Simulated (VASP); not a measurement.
# MgB2 (P6/mmm) in VASP: notebook, part 2 of 2

VASP 6.6.1. Earlier steps stand in the parts before.

## 4. Single point, RPBE+D3(BJ)

This run uses another cell than the first one, of 8.44 Å³/atom, 0.872 times its volume.

Contents of INCAR:

```
SYSTEM = MgB2
PREC = Accurate ; ENCUT = 520
EDIFF = 1E-6 ; ISMEAR = -1
SIGMA = 0.05 ; LREAL = .FALSE.
LASPH = .TRUE. ; NELM = 60
ALGO = Normal ; ISIF = 2
LWAVE = .FALSE. ; LCHARG = .FALSE.
GGA = RP ; IVDW = 12
NBANDS = 11
```

Contents of KPOINTS:

```
Automatic mesh
0
G
  10 10 8
  0 0 0
```

Contents of POSCAR:

```
MgB2
1.0
    2.9755851352      0.0000000000      0.0000000000
   -1.4877925676      2.5769323182      0.0000000000
    0.0000000000      0.0000000000      3.3024463636
Mg B
1 2
Direct
    0.0000000000      0.0000000000      0.0000000000
    0.6666666667      0.3333333333      0.5000000000
    0.3333333333      0.6666666667      0.5000000000
```

Potentials or basis: VASP PAW PBE potentials, release 64 (Mg, B).

On the command line:

```console
cat potpaw_PBE.64/Mg/POTCAR potpaw_PBE.64/B/POTCAR > POTCAR
mpirun -np 1 vasp_std > vasp.out
```

OUTCAR:

```text
SYSTEM = MgB2
   PREC = Accurate
   ENCUT = 520
   EDIFF = 1E-6
   ISMEAR = -1
   LREAL = .FALSE.
   LASPH = .TRUE.
   NELM = 60
   ISIF = 2
   GGA = RP
   IVDW = 12
 IVDW          = 12

 ion  position               nearest neighbor table
   1  0.000  0.000  0.000-   2 2.38   3 2.38   2 2.38   3 2.38   3 2.38   3 2.38   2 2.38   2 2.38
                             2 2.38   2 2.38   3 2.38   3 2.38
   2  0.667  0.333  0.500-   3 1.72   3 1.72   3 1.72   1 2.38   1 2.38   1 2.38   1 2.38   1 2.38
                             1 2.38
   3  0.333  0.667  0.500-   2 1.72   2 1.72   2 1.72   1 2.38   1 2.38   1 2.38   1 2.38   1 2.38
                             1 2.38

  LATTYP: Found a hexagonal cell.
 ALAT       =     2.9755851352
 C/A-ratio  =     1.1098477152

  Lattice vectors:

 A1 = (   2.9755851352,   0.0000000000,   0.0000000000)
 A2 = (  -1.4877925676,   2.5769323182,   0.0000000000)
 A3 = (   0.0000000000,   0.0000000000,   3.3024463636)

Analysis of symmetry for initial positions (statically):
=====================================================================
 Subroutine PRICEL returns:
 Original cell was already a primitive cell.

 Routine SETGRP: Setting up the symmetry group for a
 hexagonal supercell.

 Subroutine GETGRP returns: Found 24 space group operations
 (whereof 24 operations were pure point group operations)
 out of a pool of 24 trial point group operations.

The static configuration has the point symmetry D_6h.

Analysis of symmetry for dynamics (positions and initial velocities):
=====================================================================
 Subroutine PRICEL returns:
 Original cell was already a primitive cell.

 Routine SETGRP: Setting up the symmetry group for a
 hexagonal supercell.

 Subroutine GETGRP returns: Found 24 space group operations
 (whereof 24 operations were pure point group operations)
 out of a pool of 24 trial point group operations.

The dynamic configuration has the point symmetry D_6h.

 Subroutine INISYM returns: Found 24 space group operations
 (whereof 24 operations are pure point group operations),
 and found     1 'primitive' translations

[... 129 lines left out ...]
  volume of cell :       25.32
 maximum number of plane-waves:       709
 NGX is ok and might be reduce to    24
   NGX = 11   NGY = 11   NGZ = 13

 number of electron       8.0000000 magnetization

 Free energy of the ion-electron system (eV)
  ---------------------------------------------------
  ext. energy  EPLUGINS =         0.00000000
  ---------------------------------------------------
  free energy    TOTEN  =       -14.20337811 eV

  energy without entropy =      -14.19799108  energy(sigma->0) =      -14.20068460

 E-fermi :   6.4402     XC(G=0): -11.3868

 val. band max:        6.3825355955   @ k =   0.1000  -0.0000   0.5000
 cond. band min:       6.4772410762   @ k =   0.4000   0.2000   0.1250
 fundamental gap:      0.0947054807
 Fermi energy:         6.4401579371

 k-point     1 :       0.0000    0.0000    0.0000
  band No.  band energies     occupation
      1      -6.9039      2.00000
      2       3.5001      2.00000
      3       6.6995      0.01113
      4       6.6995      0.01113
      5       8.8649      0.00000
      6      13.0059      0.00000
      7      13.0059      0.00000
      8      15.4273      0.00000
      9      17.4650      0.00000
     10      20.3720      0.00000
     11      24.0322      0.00000
[... 309 lines left out ...]
 k-point    24 :       0.4000    0.1000    0.1250
  band No.  band energies     occupation
      1      -3.0173      2.00000
      2      -1.1958      2.00000
      3       3.2566      2.00000
      4       5.7945      2.00000
      5       8.8940      0.00000
      6      12.0062      0.00000
      7      13.9767      0.00000
      8      16.2200      0.00000
      9      17.8507      0.00000
     10      21.4659      0.00000
     11      22.1621      0.00000

 [... further k-points ...]

------------------------ aborting loop because EDIFF is reached ----------------------------------------

 Edisp (eV)   -4.17092

 E8    (eV) :    -2.4531

  FORCE on cell =-STRESS in cart. coord.  units (eV):
  Direction    XX          YY          ZZ          XY          YZ          ZX
  --------------------------------------------------------------------------------------
  -------------------------------------------------------------------------------------
  Total      -0.04342    -0.04342    -0.07490     0.00000    -0.00000     0.00000
  in kB      -2.74724    -2.74724    -4.73917     0.00000    -0.00000     0.00000
  external pressure =       -3.41 kB  Pullay stress =        0.00 kB

 VOLUME and BASIS-vectors are now :
 -----------------------------------------------------------------------------
  energy-cutoff  :      520.00
  volume of cell :       25.32
      direct lattice vectors                 reciprocal lattice vectors
     2.975585135  0.000000000  0.000000000     0.336068354  0.194029155  0.000000000
    -1.487792568  2.576932318  0.000000000     0.000000000  0.388058310  0.000000000
     0.000000000  0.000000000  3.302446364     0.000000000  0.000000000  0.302805826

 POSITION                                       TOTAL-FORCE (eV/Angst)
 -----------------------------------------------------------------------------------
      0.00000      0.00000      0.00000         0.000000      0.000000      0.000000
      1.48779      0.85898      1.65122         0.000000      0.000000     -0.000000
     -0.00000      1.71795      1.65122        -0.000000      0.000000      0.000000
 -----------------------------------------------------------------------------------
    total drift:                                0.000000     -0.000000      0.000000

  FREE ENERGIE OF THE ION-ELECTRON SYSTEM (eV)
  ---------------------------------------------------
  free  energy   TOTEN  =       -18.3742993005 eV

  energy  without entropy=      -18.3689122712  energy(sigma->0) =      -18.37160579
```

OSZICAR:

```text
N       E                     dE             d eps       ncg     rms          rms(c)
DAV:   1     0.498470709489E+01    0.49847E+01   -0.38844E+03  1756   0.615E+02
DAV:   2    -0.154892345088E+02   -0.20474E+02   -0.19289E+02  1992   0.112E+02
DAV:   3    -0.159588259627E+02   -0.46959E+00   -0.46844E+00  1932   0.134E+01
DAV:   4    -0.159598673929E+02   -0.10414E-02   -0.10414E-02  1783   0.718E-01
DAV:   5    -0.159598715907E+02   -0.41977E-05   -0.41983E-05  1890   0.453E-02    0.572E+00
DAV:   6    -0.145016074203E+02    0.14583E+01   -0.16084E+00  1711   0.632E+00    0.287E+00
DAV:   7    -0.142071796655E+02    0.29443E+00   -0.10160E+00  1801   0.499E+00    0.817E-01
DAV:   8    -0.142113531869E+02   -0.41735E-02   -0.81902E-02  1705   0.171E+00    0.358E-01
DAV:   9    -0.142035637904E+02    0.77894E-02   -0.15476E-02  1705   0.612E-01    0.748E-02
DAV:  10    -0.142034099193E+02    0.15387E-03   -0.16815E-03  1813   0.224E-01    0.326E-02
DAV:  11    -0.142033778143E+02    0.32105E-04   -0.13378E-04  1699   0.690E-02    0.251E-03
DAV:  12    -0.142033781097E+02   -0.29544E-06   -0.14430E-06  1679   0.852E-03
   1 F= -.18374299E+02 E0= -.18371606E+02  d E =-.538703E-02
```

stdout:

```text
POSCAR found type information on POSCAR MgB
 POSCAR found :  2 types and       3 ions
 scaLAPACK will be used
 -----------------------------------------------------------------------------
|                                                                             |
|                                                                             |
|     You enforced a specific xc type in the INCAR file but a different       |
|     I HOPE YOU KNOW WHAT YOU ARE DOING!                                     |
|                                                                             |
 -----------------------------------------------------------------------------

 LDA part: xc-table for (Slater+PW92), standard interpolation
 POSCAR, INCAR and KPOINTS ok, starting setup
 FFT: planning ... GRIDC
 FFT: planning ... GRID_SOFT
 FFT: planning ... GRID
 WAVECAR not read
 entering main loop
```

It took 19 s on 1 thread of Intel Xeon 8259CL, shared host; peak memory 0.17 GiB.

Results:

* Free energy: -18.3743 eV
* Pressure: -0.3 GPa
* Band gap on the k mesh: zero (band 4 reaches 7.75 eV, above the bottom of band 5 at 4.79 eV)
* Dispersion energy per atom: -1.390 eV

Caveat: the PAW data sets were made with another functional, which shifts forces and pressure a little; pairwise dispersion overbinds metals, which lowers pressure and volume.

## 5. The runs side by side

```tsv
level	cell	k mesh	smearing	gap on the mesh (eV)	pressure (GPa)
r2SCAN	a = 3.085, b = 3.085, c = 3.523 Å, angles 90.0, 90.0, 120.0°, 3 atoms	10 × 10 × 8	fermi-dirac 0.05 eV	none	-2.5
PBE	a = 3.085, b = 3.085, c = 3.523 Å, angles 90.0, 90.0, 120.0°, 3 atoms	6 × 6 × 5	fermi-dirac 0.03 eV	none	-1.1
RPBE+D3(BJ)	a = 2.976, b = 2.976, c = 3.302 Å, angles 90.0, 90.0, 120.0°, 3 atoms	10 × 10 × 8	fermi-dirac 0.05 eV	none	-0.3
```

Alike in all rows: task single point; potentials or basis VASP PAW PBE potentials, release 64 (Mg, B); no spin polarisation; cutoff (eV) 520.

Caveats: some runs use coarse meshes; the PAW data sets were made with another functional, which shifts forces and pressure a little (some runs); pairwise dispersion overbinds metals, which lowers pressure and volume (some runs).

Absolute energies hang on the potentials; compare differences alone.
